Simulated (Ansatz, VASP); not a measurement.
## One calculation of Au, two programs

```
Au
1.0
     1.48649    0.85823    6.93308
    -1.48649    0.85823    6.93308
     0.00000   -1.71645    6.93308
Au
3
Direct
  0.00000 0.00000 0.00000
  0.22257 0.22257 0.22257
  0.77743 0.77743 0.77743
```

Alike in both runs: functional r2SCAN; k mesh 6 × 6 × 6; occupations gaussian, width 0.1 eV; no spin polarisation.

Ansatz relaxed the structure, and its values are those at the end. VASP's run is a single point on that final structure, the one shown.

|  | VASP | Ansatz |
| --- | --- | --- |
| version | VASP 6.6.1 | Ansatz 0.2.0 |
| potentials or method | VASP PAW PBE potentials, release 64 (Au), cutoff 520 eV | scalar-relativistic, plane waves, PAW |
| valence electrons in the cell | 33 | 57 |

|  | VASP | Ansatz | Ansatz less VASP |
| --- | --- | --- | --- |
| gap on the k mesh at the Fermi level (eV) | none | none | - |
| pressure (GPa) | 0.2 | -0.1 | -0.25 |

VASP's potentials were made for PBE, not for r2SCAN. A gap of «none» marks a metal or a gap that the smearing closes. VASP's potentials hold 33 valence electrons a cell and Ansatz's 57, so a difference there can come from the potentials and not from the codes.

The k mesh is coarse, so the values compare programs but aren't converged. Spin-orbit coupling is off throughout.
